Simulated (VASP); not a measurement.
# C (Fmmm) in VASP: notebook

The runs below take C through single point, with r2SCAN.

All numbers are computed with VASP 6.6.1; they aren't measurements. Logs are shortened: lines on timing, memory, paths and dates and some standing lists are left out, and cuts for length are marked.

## (1) The cell of the first run

The structure is orthorhombic, space group Fmmm (No. 69). Conventional cell: a = 2.493 Å, b = 4.317 Å, c = 7.230 Å, α = 90.00°, β = 90.00°, γ = 90.00°. C (site symmetry m2m) has 3 C at 1.44 Å within 1.9 Å.

## (2) Single point, r2SCAN (strain +0.015 along x and y, +0.015 along z)

The input, POSCAR:

```
C
1.0
    0.0000000000      2.1586578877      3.6151901162
    1.2463400222      0.0000000000      3.6151901162
    1.2463400222      2.1586578877      0.0000000000
C
2
Direct
    0.1667039277      0.8332960723      0.1667039277
    0.8332960723      0.1667039277      0.8332960723
```

The input, INCAR.step1:

```
  PREC = Accurate
  ENCUT = 520
  ISMEAR = 0
  SIGMA = 0.05
  LREAL = F
  LASPH = T
  NELM = 60
  NBANDS = 11
  GGA = PE
  ALGO = Normal
  EDIFF = 1E-4
  LWAVE = T
  LCHARG = F
```

The input, INCAR.step2:

```
  PREC = Accurate
  ENCUT = 520
  EDIFF = 1E-7
  ISMEAR = 0
  SIGMA = 0.05
  LREAL = F
  LASPH = T
  NELM = 60
  ALGO = Normal
  ISIF = 2
  LWAVE = F
  LCHARG = F
  METAGGA = R2SCAN
  LMIXTAU = T
  NBANDS = 11
  ISTART = 1
```

The input, KPOINTS:

```
regular mesh
0
Gamma
  14 14 14
```

Potentials or basis: VASP PAW PBE potentials, release 64 (C).

The run is started by

```bash
> cat potpaw_PBE.64/C/POTCAR > POTCAR
> cp INCAR.step1 INCAR
> mpirun -np 1 vasp_std > vasp.out
> cp INCAR.step2 INCAR
> mpirun -np 1 vasp_std > vasp.out
```

OUTCAR:

```text
PREC = Accurate
   ENCUT = 520
   EDIFF = 1E-7
   ISMEAR = 0
   LREAL = F
   LASPH = T
   NELM = 60
   ISIF = 2
   METAGGA = R2SCAN
   ISTART = 1

 ion  position               nearest neighbor table
   1  0.167  0.833  0.167-   2 1.44   2 1.44   2 1.44
   2  0.833  0.167  0.833-   1 1.44   1 1.44   1 1.44

  LATTYP: Found a face centered orthorhombic cell.
 ALAT       =     2.4926800444
 B/A-ratio  =     1.7319975683
 C/A-ratio  =     2.9006451304

  Lattice vectors:

 A1 = (   0.0000000000,   2.1586578877,   3.6151901162)
 A2 = (   1.2463400222,   0.0000000000,   3.6151901162)
 A3 = (   1.2463400222,   2.1586578877,   0.0000000000)

Analysis of symmetry for initial positions (statically):
=====================================================================
 Subroutine PRICEL returns:
 Original cell was already a primitive cell.

 Routine SETGRP: Setting up the symmetry group for a
 face centered orthorhombic supercell.

 Subroutine GETGRP returns: Found  8 space group operations
 (whereof  8 operations were pure point group operations)
 out of a pool of  8 trial point group operations.

The static configuration has the point symmetry D_2h.

Analysis of symmetry for dynamics (positions and initial velocities):
=====================================================================
 Subroutine PRICEL returns:
 Original cell was already a primitive cell.

 Routine SETGRP: Setting up the symmetry group for a
 face centered orthorhombic supercell.

 Subroutine GETGRP returns: Found  8 space group operations
 (whereof  8 operations were pure point group operations)
 out of a pool of  8 trial point group operations.

The dynamic configuration has the point symmetry D_2h.

 Subroutine INISYM returns: Found  8 space group operations
 (whereof  8 operations are pure point group operations),
 and found     1 'primitive' translations

----------------------------------------------------------------------------------------

                                     Primitive cell

  volume of cell :      19.4528

  direct lattice vectors                    reciprocal lattice vectors
     0.000000000  2.158657888  3.615190116    -0.401174632  0.231625402  0.138305313
     1.246340022  0.000000000  3.615190116     0.401174632 -0.231625402  0.138305313
     1.246340022  2.158657888  0.000000000     0.401174632  0.231625402 -0.138305313

  length of vectors
     4.210629817  3.823998304  2.492622580     0.483445728  0.483445728  0.483445728

  position of ions in fractional coordinates (direct lattice)
     0.166703928  0.833296072  0.166703928
     0.833296072  0.166703928  0.833296072

  ion indices of the primitive-cell ions
   primitive index   ion index
                 1           1
                 2           2

----------------------------------------------------------------------------------------

 KPOINTS: regular mesh

Automatic generation of k-mesh.
 Grid dimensions read from file:
 generate k-points for:   14   14   14

 Generating k-lattice:

  Cartesian coordinates                     Fractional coordinates (reciprocal lattice)
    -0.028655331  0.016544672  0.009878951     0.071428571  0.000000000  0.000000000
     0.028655331 -0.016544672  0.009878951     0.000000000  0.071428571 -0.000000000
     0.028655331  0.016544672 -0.009878951     0.000000000 -0.000000000  0.071428571

  Length of vectors
     0.034531838  0.034531838  0.034531838

  Shift w.r.t. Gamma in fractional coordinates (k-lattice)
     0.000000000  0.000000000  0.000000000

 Subroutine IBZKPT returns following result:
 ===========================================

 Found    428 irreducible k-points:

 Following reciprocal coordinates:
            Coordinates               Weight
  0.000000  0.000000  0.000000      1.000000
  0.071429  0.000000 -0.000000      8.000000
  0.142857 -0.000000  0.000000      8.000000
  0.214286  0.000000  0.000000      8.000000
  0.285714 -0.000000 -0.000000      8.000000
  0.357143 -0.000000 -0.000000      8.000000
[... 16 lines left out ...]
  0.214286  0.142857 -0.000000      8.000000
  0.285714  0.142857 -0.000000      8.000000
 [... further k-points ...]
   k-points           NKPTS =    428   k-points in BZ     NKDIM =    428   number of bands    NBANDS=     11
   number of dos      NEDOS =    301   number of ions     NIONS =      2
   total plane-waves  NPLWV =  17920
   dimension x,y,z NGX =    32 NGY =   28 NGZ =   20
   dimension x,y,z NGXF=    64 NGYF=   56 NGZF=   40
   ions per type =               2
   NGX,Y,Z   is equivalent  to a cutoff of  12.63, 12.17, 13.34 a.u.
   NGXF,Y,Z  is equivalent  to a cutoff of  25.27, 24.35, 26.68 a.u.
 SYSTEM =  unknown system
   PREC   = accura    normal or accurate (medium, high low for compatibility)
   ISTART =      1    job   : 0-new  1-cont  2-samecut
   ICHARG =      0    charge: 1-file 2-atom 10-const
   ISPIN  =      1    spin polarized calculation?
   LNONCOLLINEAR =      F non collinear calculations
   LSORBIT =      F    spin-orbit coupling
   LASPH  =      T    aspherical Exc in radial PAW
   ENCUT  =  520.0 eV  38.22 Ry    6.18 a.u.   7.83  7.11  4.63*2*pi/ulx,y,z
   NELM   =     60;   NELMIN=  2; NELMDL=  0     # of ELM steps
   EDIFF  = 0.1E-06   stopping-criterion for ELM
   LREAL  =      F    real-space projection
   EDIFFG = 0.1E-05   stopping-criterion for IOM
   NSW    =      0    number of steps for IOM
   IBRION =     -1    ionic relax: 0-MD 1-quasi-New 2-CG
   NFREE  =      0    steps in history (QN), initial steepest desc. (CG)
   ISIF   =      2    stress and relaxation
   ISYM   =      2    0-nonsym 1-usesym 2-fastsym
   POTIM  = 0.5000    time-step for ionic-motion
   TEBEG  =    0.0;   TEEND  =   0.0 temperature during run
   PSTRESS=    0.0 pullay stress
   NELECT =       8.0000    total number of electrons
   NUPDOWN=      -1.0000    fix difference up-down
   EMIN   =  10.00;   EMAX   =-10.00  energy-range for DOS
   EFERMI =   0.00;   METHOD = LEGACY
   ISMEAR =     0;   SIGMA  =   0.05  broadening in eV -4-tet -1-fermi 0-gaus
   EFERMI_NEDOS =   21; number of points for ismear=-14 and -15
   IALGO  =     38    algorithm
   IMIX   =      4    mixing-type and parameters
     AMIX     =   0.40;   BMIX     =  1.00
     AMIX_MAG =   1.60;   BMIX_MAG =  1.00
  volume/ion in A,a.u.               =       9.73        65.64
  Fermi-wavevector in a.u.,A,eV,Ry     =   1.217431  2.300611 20.165712  1.482138
  Thomas-Fermi vector in A             =   2.352751
   LORBIT       =      0    0 simple, 1 ext, 2 COOP (PROOUT), +10 PAW based schemes
   METAGGA = R2SCAN    functional components
   LHFCALC =     F    Hartree Fock is set to
   AEXX    =    0.0000 exact exchange contribution
   IVDW    =     0    specifies the selected vdW correction
   LEPSILON=     F    determine dielectric tensor
   LRPA    =     F    only Hartree local field effects (RPA)
 non-spin polarized calculation
 Gauss-broadening in eV      SIGMA  =   0.05
  energy-cutoff  :      520.00
  volume of cell :       19.45
 maximum number of plane-waves:       540
   NGX = 15   NGY = 15   NGZ =  9

 number of electron       8.0000000 magnetization

 Free energy of the ion-electron system (eV)
  ---------------------------------------------------
  ext. energy  EPLUGINS =         0.00000000
  ---------------------------------------------------
  free energy    TOTEN  =       -19.84853976 eV

  energy without entropy =      -19.84853976  energy(sigma->0) =      -19.84853976

 E-fermi :   3.8925     XC(G=0): -10.5147

 val. band max:        3.6516374567   @ k =   0.5000  -0.1429   0.3571
 cond. band min:       4.2920048294   @ k =  -0.0714   0.2857   0.2857
 fundamental gap:      0.6403673727
 Fermi energy:         3.8925263967

 k-point     1 :       0.0000    0.0000    0.0000
  band No.  band energies     occupation
      1     -16.7582      2.00000
      2      -3.2909      2.00000
      3       0.5735      2.00000
      4       0.5769      2.00000
      5       7.8020      0.00000
      6      12.2237      0.00000
      7      12.2752      0.00000
      8      15.7056      0.00000
      9      16.0552      0.00000
     10      27.1737      0.00000
     11      27.9004      0.00000

 k-point     2 :       0.0714    0.0000   -0.0000
  band No.  band energies     occupation
      1     -16.6307      2.00000
      2      -3.1677      2.00000
      3       0.0614      2.00000
      4       0.3142      2.00000
      5       8.0059      0.00000
      6      12.3212      0.00000
      7      12.7682      0.00000
      8      15.2444      0.00000
      9      16.3199      0.00000
     10      27.3735      0.00000
     11      27.5883      0.00000

 k-point     3 :       0.1429   -0.0000    0.0000
  band No.  band energies     occupation
      1     -16.2494      2.00000
      2      -2.7984      2.00000
      3      -1.2780      2.00000
      4      -0.3310      2.00000
      5       8.6130      0.00000
      6      12.3025      0.00000
      7      13.9808      0.00000
      8      14.2130      0.00000
      9      17.1813      0.00000
     10      25.7698      0.00000
     11      28.6060      0.00000

 k-point     4 :       0.2143    0.0000    0.0000
  band No.  band energies     occupation
      1     -15.6185      2.00000
      2      -3.0683      2.00000
      3      -2.1854      2.00000
      4      -1.1115      2.00000
      5       9.6024      0.00000
      6      12.0692      0.00000
      7      12.1934      0.00000
      8      16.2823      0.00000
      9      18.5361      0.00000
     10      23.8919      0.00000
     11      28.4815      0.00000

 k-point     5 :       0.2857   -0.0000   -0.0000
  band No.  band energies     occupation
      1     -14.7459      2.00000
      2      -5.0265      2.00000
      3      -1.8405      2.00000
      4      -1.3402      2.00000
      5      10.0815      0.00000
      6      10.9952      0.00000
      7      11.7762      0.00000
      8      18.7072      0.00000
      9      19.9735      0.00000
     10      22.3643      0.00000
     11      27.3501      0.00000
[... 211 lines left out ...]
 k-point    21 :      -0.0714    0.0714    0.0000
  band No.  band energies     occupation
      1     -16.2571      2.00000
      2      -2.7192      2.00000
      3      -1.2765      2.00000
      4      -0.3310      2.00000
      5       8.4127      0.00000
      6      12.3033      0.00000
      7      13.9700      0.00000
      8      14.2116      0.00000
      9      17.1894      0.00000
     10      25.8278      0.00000
     11      28.6309      0.00000

 k-point    22 :       0.1429    0.1429    0.0000
  band No.  band energies     occupation
      1     -16.7279      2.00000
      2      -3.5903      2.00000
      3       0.5734      2.00000
      4       0.5746      2.00000
      5       8.5916      0.00000
      6      12.2273      0.00000
      7      12.2639      0.00000
      8      15.7203      0.00000
      9      16.0431      0.00000
     10      26.4875      0.00000
     11      27.1173      0.00000

 k-point    23 :       0.2143    0.1429   -0.0000
  band No.  band energies     occupation
      1     -16.5873      2.00000
      2      -3.5864      2.00000
      3       0.0565      2.00000
      4       0.3142      2.00000
      5       9.1521      0.00000
      6      12.3134      0.00000
      7      12.7670      0.00000
      8      15.2786      0.00000
      9      16.2947      0.00000
     10      25.7139      0.00000
     11      27.4743      0.00000

 k-point    24 :       0.2857    0.1429   -0.0000
  band No.  band energies     occupation
      1     -16.1959      2.00000
      2      -3.3006      2.00000
      3      -1.2886      2.00000
      4      -0.3310      2.00000
      5      10.0596      0.00000
      6      12.2987      0.00000
      7      14.0550      0.00000
      8      14.2220      0.00000
      9      17.1249      0.00000
     10      24.7575      0.00000
     11      28.1983      0.00000

 [... further k-points ...]
[... 5 lines left out ...]
  --------------------------------------------------------------------------------------
  -------------------------------------------------------------------------------------
  Total       -1.9067835     -1.9051276     -0.0337718      0.0000000      0.0000000      0.0000000
  in kB     -157.0472981   -156.9109183     -2.7815286      0.0000000      0.0000000      0.0000000
  external PRESSURE =    -105.5799150 kB  Pullay stress =       0.0000000 kB

 VOLUME and BASIS-vectors are now :
 -----------------------------------------------------------------------------
  energy-cutoff  :      520.00
  volume of cell :       19.45
      direct lattice vectors                 reciprocal lattice vectors
     0.000000000  2.158657888  3.615190116    -0.401174632  0.231625402  0.138305313
     1.246340022  0.000000000  3.615190116     0.401174632 -0.231625402  0.138305313
     1.246340022  2.158657888  0.000000000     0.401174632  0.231625402 -0.138305313

 POSITION                                       TOTAL-FORCE (eV/Angst)
 -----------------------------------------------------------------------------------
      1.24634      0.71971      3.61519         0.000000     -0.000126      0.000000
      1.24634      3.59760      3.61519         0.000000      0.000126      0.000000
 -----------------------------------------------------------------------------------
    total drift:                               -0.000000     -0.000000      0.000000

  FREE ENERGIE OF THE ION-ELECTRON SYSTEM (eV)
  ---------------------------------------------------
  free  energy   TOTEN  =       -19.8485397632 eV

  energy  without entropy=      -19.8485397632  energy(sigma->0) =      -19.84853976
```

Wall time 2.6 min (1 thread of Intel Xeon 6975P-C (Granite Rapids), shared host); peak memory 0.2 GiB.

What came out:

| Item | Value |
| --- | --- |
| Free energy | -19.8485 eV |
| Pressure | -10.6 GPa |

Caveat: the cell differs from its parent crystal (strain +0.015 along x and y, +0.015 along z); the stress differs along the axes, from -16 to -0 GPa; the PAW data sets were made with another functional, which shifts forces and pressure a little.

## (3) Single point, r2SCAN (strain +0.030 along x and y, +0.000 along z)

The input, POSCAR:

```
C
1.0
    0.0000000000      2.1905592358      3.5617636613
    1.2647588402      0.0000000000      3.5617636613
    1.2647588402      2.1905592358      0.0000000000
C
2
Direct
    0.1667039277      0.8332960723      0.1667039277
    0.8332960723      0.1667039277      0.8332960723
```

The input, INCAR.step1:

```
SYSTEM = C
ALGO = Normal ; EDIFF = 1E-4
ENCUT = 520 ; GGA = PE
ISMEAR = 0 ; LASPH = .True.
LCHARG = .False. ; LREAL = .False.
LWAVE = .True. ; NBANDS = 11
NELM = 80 ; PREC = Accurate
SIGMA = 0.05
```

The input, INCAR.step2:

```
SYSTEM = C
ALGO = Normal ; EDIFF = 1E-6
ENCUT = 520 ; ISIF = 2
ISMEAR = 0 ; ISTART = 1
LASPH = .True. ; LCHARG = .False.
LMIXTAU = .True. ; LREAL = .False.
LWAVE = .False. ; METAGGA = R2SCAN
NBANDS = 11 ; NELM = 80
PREC = Accurate ; SIGMA = 0.05
```

The input, KPOINTS:

```
k-points
0
Gamma
  14 14 14
  0 0 0
```

Potentials or basis: VASP PAW PBE potentials, release 64 (C).

The run is started by

```bash
> cat potpaw_PBE.64/C/POTCAR > POTCAR
> cp INCAR.step1 INCAR
> mpirun -np 1 vasp_std > vasp.out
> cp INCAR.step2 INCAR
> mpirun -np 1 vasp_std > vasp.out
```

It took 2.5 min on 1 thread of Intel Xeon 6975P-C (Granite Rapids), shared host; peak memory 0.2 GiB.

The run converged. Its results:

```
Free energy   : -19.7655 eV
Pressure      : -20.4 GPa
Largest force : 0.005 eV/Å
```

Forces on the atoms (eV/Å):
```
C    0.000  0.005  0.000
C    0.000 -0.005  0.000
```

Stress tensor (GPa, compression positive):
```
-30.64   0.00   0.00
  0.00 -30.61   0.00
  0.00   0.00   0.08
```

Caveat: the cell differs from its parent crystal (strain +0.030 along x and y, +0.000 along z); the stress differs along the axes, from -31 to 0 GPa; the PAW data sets were made with another functional, which shifts forces and pressure a little.

(Part 1 of 2 ends here.)
